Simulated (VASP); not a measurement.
# W (Fd-3m) in VASP: further runs

Runs on W. Level: PBE. Tasks: relaxation of cell and atoms.

All numbers are computed with VASP 6.6.1; they aren't measurements. Logs are shortened: lines on timing, memory, paths and dates and some standing lists are left out, and cuts for length are marked.

### Step 1. The cell of the first run

The structure is cubic, space group Fd-3m (No. 227). Conventional cell: a = 4.356 Å, b = 4.356 Å, c = 4.356 Å, α = 90.00°, β = 90.00°, γ = 90.00°. Within 2.5 Å of W (site symmetry -43m) lie 4 W at 1.89 Å.

This isn't the form of W at room conditions, which is bcc.

### Step 2. Relaxation of cell and atoms, PBE, target pressure 430 GPa, at which the enthalpy is minimised

Contents of INCAR:

```
SYSTEM = W
PREC = Accurate
ENCUT = 600
EDIFF = 1E-6
ISMEAR = -1
SIGMA = 0.05
LREAL = .False.
LASPH = .True.
NELM = 60
ALGO = Normal
ISIF = 3
LWAVE = .False.
LCHARG = .False.
GGA = PE
IBRION = 2
NSW = 60
EDIFFG = -0.005
PSTRESS = 4300.0
```

Contents of KPOINTS:

```
regular mesh
0
Gamma
  15 15 15
  0 0 0
```

Contents of POSCAR:

```
W
1.0
    0.0000000000      2.1777646010      2.1777646010
    2.1777646010      0.0000000000      2.1777646010
    2.1777646010      2.1777646010      0.0000000000
W
2
Direct
   -0.1250000000     -0.1250000000     -0.1250000000
    0.1250000000      0.1250000000      0.1250000000
```

Potentials or basis: VASP PAW PBE potentials, release 64 (W_sv).

Started as:

```sh
> cat potpaw_PBE.64/W_sv/POTCAR > POTCAR
> mpirun -np 1 vasp_std > vasp.out
```

OUTCAR:

```text
SYSTEM = W
   PREC = Accurate
   ENCUT = 600
   EDIFF = 1E-6
   ISMEAR = -1
   LREAL = .False.
   LASPH = .True.
   NELM = 60
   ISIF = 3
   GGA = PE
   IBRION = 2
   NSW = 60
   EDIFFG = -0.005
   PSTRESS = 4300.0

 ion  position               nearest neighbor table
   1  0.875  0.875  0.875-   2 1.89   2 1.89   2 1.89   2 1.89
   2  0.125  0.125  0.125-   1 1.89   1 1.89   1 1.89   1 1.89

  LATTYP: Found a face centered cubic cell.
 ALAT       =     4.3555292020

  Lattice vectors:

 A1 = (   0.0000000000,   2.1777646010,   2.1777646010)
 A2 = (   2.1777646010,   0.0000000000,   2.1777646010)
 A3 = (   2.1777646010,   2.1777646010,   0.0000000000)

Analysis of symmetry for initial positions (statically):
=====================================================================
 Subroutine PRICEL returns:
 Original cell was already a primitive cell.

 Routine SETGRP: Setting up the symmetry group for a
 face centered cubic supercell.

 Subroutine GETGRP returns: Found 48 space group operations
 (whereof 12 operations were pure point group operations)
 out of a pool of 48 trial point group operations.

The static configuration has the point symmetry D_3d.
 The point group associated with its full space group is O_h .

Analysis of symmetry for dynamics (positions and initial velocities):
=====================================================================
 Subroutine PRICEL returns:
 Original cell was already a primitive cell.

 Routine SETGRP: Setting up the symmetry group for a
 face centered cubic supercell.

 Subroutine GETGRP returns: Found 48 space group operations
 (whereof 12 operations were pure point group operations)
 out of a pool of 48 trial point group operations.

The dynamic configuration has the point symmetry D_3d.
 The point group associated with its full space group is O_h .

 Subroutine INISYM returns: Found 48 space group operations
 (whereof 12 operations are pure point group operations),
 and found     1 'primitive' translations

----------------------------------------------------------------------------------------

                                     Primitive cell

  volume of cell :      20.6568

  direct lattice vectors                    reciprocal lattice vectors
     0.000000000  2.177764601  2.177764601    -0.229593226  0.229593226  0.229593226
     2.177764601  0.000000000  2.177764601     0.229593226 -0.229593226  0.229593226
     2.177764601  2.177764601  0.000000000     0.229593226  0.229593226 -0.229593226

  length of vectors
     3.079824234  3.079824234  3.079824234     0.397667132  0.397667132  0.397667132

  position of ions in fractional coordinates (direct lattice)
     0.875000000  0.875000000  0.875000000
     0.125000000  0.125000000  0.125000000

  ion indices of the primitive-cell ions
   primitive index   ion index
                 1           1
                 2           2

----------------------------------------------------------------------------------------

 KPOINTS: regular mesh

Automatic generation of k-mesh.
 Grid dimensions read from file:
 generate k-points for:   15   15   15

 Generating k-lattice:

  Cartesian coordinates                     Fractional coordinates (reciprocal lattice)
    -0.015306215  0.015306215  0.015306215     0.066666667  0.000000000  0.000000000
     0.015306215 -0.015306215  0.015306215     0.000000000  0.066666667  0.000000000
     0.015306215  0.015306215 -0.015306215     0.000000000  0.000000000  0.066666667

  Length of vectors
     0.026511142  0.026511142  0.026511142

  Shift w.r.t. Gamma in fractional coordinates (k-lattice)
     0.000000000  0.000000000  0.000000000

 Subroutine IBZKPT returns following result:
 ===========================================

 Found    120 irreducible k-points:

 Following reciprocal coordinates:
            Coordinates               Weight
  0.000000  0.000000  0.000000      1.000000
  0.066667  0.000000  0.000000      8.000000
  0.133333  0.000000  0.000000      8.000000
  0.200000  0.000000  0.000000      8.000000
  0.266667  0.000000  0.000000      8.000000
  0.333333  0.000000  0.000000      8.000000
[... 16 lines left out ...]
  0.133333  0.133333  0.000000      6.000000
  0.200000  0.133333  0.000000     24.000000
 [... further k-points ...]
   k-points           NKPTS =    120   k-points in BZ     NKDIM =    120   number of bands    NBANDS=     18
   number of dos      NEDOS =    301   number of ions     NIONS =      2
   total plane-waves  NPLWV =  21952
   dimension x,y,z NGX =    28 NGY =   28 NGZ =   28
   dimension x,y,z NGXF=    56 NGYF=   56 NGZF=   56
   ions per type =               2
   NGX,Y,Z   is equivalent  to a cutoff of  15.11, 15.11, 15.11 a.u.
   NGXF,Y,Z  is equivalent  to a cutoff of  30.23, 30.23, 30.23 a.u.
 SYSTEM =  W
   PREC   = accura    normal or accurate (medium, high low for compatibility)
   ISTART =      0    job   : 0-new  1-cont  2-samecut
   ICHARG =      2    charge: 1-file 2-atom 10-const
   ISPIN  =      1    spin polarized calculation?
   LNONCOLLINEAR =      F non collinear calculations
   LSORBIT =      F    spin-orbit coupling
   LASPH  =      T    aspherical Exc in radial PAW
   ENCUT  =  600.0 eV  44.10 Ry    6.64 a.u.   6.15  6.15  6.15*2*pi/ulx,y,z
   NELM   =     60;   NELMIN=  2; NELMDL= -5     # of ELM steps
   EDIFF  = 0.1E-05   stopping-criterion for ELM
   LREAL  =      F    real-space projection
   EDIFFG = -.5E-02   stopping-criterion for IOM
   NSW    =     60    number of steps for IOM
   IBRION =      2    ionic relax: 0-MD 1-quasi-New 2-CG
   NFREE  =      1    steps in history (QN), initial steepest desc. (CG)
   ISIF   =      3    stress and relaxation
   ISYM   =      2    0-nonsym 1-usesym 2-fastsym
   POTIM  = 0.5000    time-step for ionic-motion
   TEBEG  =    0.0;   TEEND  =   0.0 temperature during run
   PSTRESS= 4300.0 pullay stress
   NELECT =      28.0000    total number of electrons
   NUPDOWN=      -1.0000    fix difference up-down
   EMIN   =  10.00;   EMAX   =-10.00  energy-range for DOS
   EFERMI =   0.00;   METHOD = LEGACY
   ISMEAR =    -1;   SIGMA  =   0.05  broadening in eV -4-tet -1-fermi 0-gaus
   EFERMI_NEDOS =   21; number of points for ismear=-14 and -15
   IALGO  =     38    algorithm
   IMIX   =      4    mixing-type and parameters
     AMIX     =   0.40;   BMIX     =  1.00
     AMIX_MAG =   1.60;   BMIX_MAG =  1.00
  volume/ion in A,a.u.               =      10.33        69.70
  Fermi-wavevector in a.u.,A,eV,Ry     =   1.811785  3.423777 44.661989  3.282564
  Thomas-Fermi vector in A             =   2.870167
   LORBIT       =      0    0 simple, 1 ext, 2 COOP (PROOUT), +10 PAW based schemes
   GGA     = PE    functional components
   LHFCALC =     F    Hartree Fock is set to
   AEXX    =    0.0000 exact exchange contribution
   IVDW    =     0    specifies the selected vdW correction
   LEPSILON=     F    determine dielectric tensor
   LRPA    =     F    only Hartree local field effects (RPA)
 conjugate gradient relaxation of ions
 non-spin polarized calculation
  energy-cutoff  :      600.00
  volume of cell :       20.66
 maximum number of plane-waves:       701
 NGX is ok and might be reduce to    28
   NGX = 13   NGY = 13   NGZ = 13

--------------------------------------- Ionic step        1  -------------------------------------------

 number of electron      28.0000003 magnetization

 Free energy of the ion-electron system (eV)
  ---------------------------------------------------
  ext. energy  EPLUGINS =         0.00000000
  ---------------------------------------------------
  free energy    TOTEN  =         6.62459321 eV

  energy without entropy =        6.62940055  energy(sigma->0) =        6.62699688

------------------------ aborting loop because EDIFF is reached ----------------------------------------

  FORCE on cell =-STRESS in cart. coord.  units (eV):
  Direction    XX          YY          ZZ          XY          YZ          ZX
  --------------------------------------------------------------------------------------
  -------------------------------------------------------------------------------------
  Total       82.5577871     82.5577871     82.5577871      0.0000000     -0.0000000      0.0000000
  in kB     6403.3291655   6403.3291655   6403.3291655      0.0000000     -0.0000000      0.0000000
  external PRESSURE =    2103.3291655 kB  Pullay stress =    4300.0000000 kB

 VOLUME and BASIS-vectors are now :
 -----------------------------------------------------------------------------
  energy-cutoff  :      600.00
  volume of cell :       20.66
      direct lattice vectors                 reciprocal lattice vectors
     0.000000000  2.177764601  2.177764601    -0.229593226  0.229593226  0.229593226
     2.177764601  0.000000000  2.177764601     0.229593226 -0.229593226  0.229593226
     2.177764601  2.177764601  0.000000000     0.229593226  0.229593226 -0.229593226
[... 8 lines left out ...]
  FREE ENERGIE OF THE ION-ELECTRON SYSTEM (eV)
  ---------------------------------------------------
  free  energy   TOTEN  =         6.6245932121 eV

  energy  without entropy=        6.6294005462  energy(sigma->0) =        6.62699688

  enthalpy is  TOTEN    =        62.0642676659 eV   P V=       55.4396744537

--------------------------------------- Ionic step        2  -------------------------------------------

 number of electron      27.9999993 magnetization

 E-fermi :   0.8805     XC(G=0):  -7.9255

 val. band max:        0.8794499796   @ k =   0.4667   0.3333   0.0667
 cond. band min:       0.8812047716   @ k =  -0.4667   0.3333   0.1333
 fundamental gap:      0.0017547921
 Fermi energy:         0.8805001967

 k-point     1 :       0.0000    0.0000    0.0000
  band No.  band energies     occupation
      1     -73.2034      2.00000
      2     -73.1845      2.00000
      3     -37.3559      2.00000
      4     -37.3559      2.00000
      5     -37.3559      2.00000
      6     -37.2327      2.00000
[... 10 lines left out ...]
     17       1.6638      0.00000
     18       3.0160      0.00000
[... 588 lines left out ...]
  FREE ENERGIE OF THE ION-ELECTRON SYSTEM (eV)
  ---------------------------------------------------
  free  energy   TOTEN  =        -2.4296391694 eV

  energy  without entropy=       -2.4217638325  energy(sigma->0) =       -2.42570150

  enthalpy is  TOTEN    =        60.4439178252 eV   P V=       62.8735569945

--------------------------------------- Ionic step        5  -------------------------------------------

 number of electron      28.0000005 magnetization

 Free energy of the ion-electron system (eV)
  ---------------------------------------------------
  ext. energy  EPLUGINS =         0.00000000
  ---------------------------------------------------
  free energy    TOTEN  =        -2.21728316 eV

  energy without entropy =       -2.20930915  energy(sigma->0) =       -2.21329616

 E-fermi :  15.9819     XC(G=0): -14.9512

 val. band max:       15.9379282758   @ k =   0.3333   0.1333   0.0667
 cond. band min:      15.9946349431   @ k =  -0.1333   0.2000   0.0667
 fundamental gap:      0.0567066673
 Fermi energy:        15.9818550774

 k-point     1 :       0.0000    0.0000    0.0000
  band No.  band energies     occupation
      1     -59.9193      2.00000
      2     -56.0042      2.00000
      3     -25.5646      2.00000
      4     -25.5646      2.00000
      5     -25.5646      2.00000
      6     -20.7500      2.00000
[... 10 lines left out ...]
     17      19.1932      0.00000
     18      27.1700      0.00000
[... 505 lines left out ...]
 POSITION                                       TOTAL-FORCE (eV/Angst)
 -----------------------------------------------------------------------------------
      3.96983      3.96983      3.96983        -0.000000      0.000000      0.000000
      0.56712      0.56712      0.56712         0.000000     -0.000000     -0.000000
 -----------------------------------------------------------------------------------
    total drift:                                0.000000     -0.000000     -0.000000

  FREE ENERGIE OF THE ION-ELECTRON SYSTEM (eV)
  ---------------------------------------------------
  free  energy   TOTEN  =        -2.2172831600 eV

  energy  without entropy=       -2.2093091510  energy(sigma->0) =       -2.21329616

  enthalpy is  TOTEN    =        60.4426746547 eV   P V=       62.6599578147

 reached required accuracy - stopping structural energy minimisation
```

Wall time 1.7 min (1 thread of Intel Xeon 6975P-C (Granite Rapids), shared host); peak memory 0.19 GiB.

What came out:

```
Free energy                                                : -2.2173 eV
Relaxed volume                                             : 11.67 Å³/atom
Relaxed cell                                               : a = 3.208 Å, b = 3.208 Å, c = 3.208 Å, α = 60.00°, β = 60.00°, γ = 60.00°
Space group after relaxing (to 0.1 Å)                      : Fd-3m (No. 227)
Energy change on relaxing (the run minimises the enthalpy) : -4420.9 meV/atom
Ionic steps                                                : 5
Pressure after relaxing                                    : 430.0 GPa
Band gap on the k mesh                                     : zero (bands 14 and 15 overlap by 1.64 eV)
```

The path:
| step | energy change (eV) | largest force (eV/Å) | pressure (GPa) | volume (Å³) |
| --- | --- | --- | --- | --- |
| 1 | 0.0000 | 0.0000 | 640.33 | 20.66 |
| 2 | -22.1771 | 0.0000 | -21.29 | 93.49 |
| 3 | -12.0906 | 0.0000 | 355.04 | 24.68 |
| 4 | -9.0542 | 0.0000 | 425.07 | 23.43 |
| 5 | -8.8419 | 0.0000 | 429.96 | 23.35 |

Final structure:
```yaml
crystal:
  lattice:
    - [0.00000, 2.26848, 2.26848]
    - [2.26848, 0.00000, 2.26848]
    - [2.26848, 2.26848, 0.00000]
  atoms:
    - { symbol: W, position: [0.87500, 0.87500, 0.87500] }
    - { symbol: W, position: [0.12500, 0.12500, 0.12500] }
```

Caveat: the cell is relaxed towards a set pressure, so the run minimises the enthalpy, not the energy; atoms lie so close that the PAW spheres overlap strongly, which falsifies energies and pressures; spin-orbit coupling is left out, which moves the levels of the heavy elements.

### Step 3. Relaxation of cell and atoms, PBE, target pressure 430 GPa, at which the enthalpy is minimised

This run uses another cell than the first one, of 11.52 Å³/atom.

Contents of INCAR:

```
  PREC = Accurate
  ENCUT = 600
  EDIFF = 1E-6
  ISMEAR = -1
  SIGMA = 0.05
  LREAL = F
  LASPH = T
  NELM = 100
  ALGO = Normal
  ISIF = 3
  LWAVE = F
  LCHARG = F
  GGA = PE
  IBRION = 2
  NSW = 32
  EDIFFG = -0.005
  PSTRESS = 4300.0
```

Contents of KPOINTS:

```
Automatic mesh
0
Gamma
  15 15 15
```

Contents of POSCAR:

```
W
1.0
    0.0000000000      2.2582868809      2.2582868809
    2.2582868809      0.0000000000      2.2582868809
    2.2582868809      2.2582868809      0.0000000000
W
2
Direct
   -0.1250000000     -0.1250000000     -0.1250000000
    0.1250000000      0.1250000000      0.1250000000
```

Potentials or basis: VASP PAW PBE potentials, release 64 (W_sv).

Started as:

```sh
> cat potpaw_PBE.64/W_sv/POTCAR > POTCAR
> mpirun -np 1 vasp_std > vasp.out
```

Run time: 74 s. Hardware: 1 thread of Intel Xeon 6975P-C (Granite Rapids), shared host; peak memory 0.2 GiB.

It converged, with:

```
Free energy                                                : -2.2201 eV
Relaxed volume                                             : 11.67 Å³/atom
Relaxed cell                                               : a = 3.208 Å, b = 3.208 Å, c = 3.208 Å, α = 60.00°, β = 60.00°, γ = 60.00°
Space group after relaxing (to 0.1 Å)                      : Fd-3m (No. 227)
Energy change on relaxing (the run minimises the enthalpy) : -430.4 meV/atom
Ionic steps                                                : 4
Pressure after relaxing                                    : 430.0 GPa
Band gap on the k mesh                                     : zero (bands 14 and 15 overlap by 1.64 eV)
```

The path:
```tsv
step	energy change (eV)	largest force (eV/Å)	pressure (GPa)	volume (Å³)
1	0.0000	0.0000	449.72	23.03
2	-10.1249	0.0000	221.94	28.09
3	-0.9423	0.0000	428.12	23.38
4	-0.8609	0.0000	430.02	23.35
```

Final structure:
```
W
1.0
     0.00000    2.26849    2.26849
     2.26849    0.00000    2.26849
     2.26849    2.26849    0.00000
W
2
Direct
  0.87500 0.87500 0.87500
  0.12500 0.12500 0.12500
```

Levels at points of the mesh, in eV from the Fermi level:
| k point | band 11 | band 12 | band 13 | band 14 | band 15 | band 16 | band 17 | band 18 |
| --- | --- | --- | --- | --- | --- | --- | --- | --- |
| (0.00, 0.00, 0.00) | -7.08 | -2.73 | -2.73 | -2.73 | 3.21 | 3.21 | 3.21 | 11.19 |

Caveat: the cell is relaxed towards a set pressure, so the run minimises the enthalpy, not the energy; atoms lie so close that the PAW spheres overlap strongly, which falsifies energies and pressures; spin-orbit coupling is left out, which moves the levels of the heavy elements.

(Continued in part 2 of 2.)
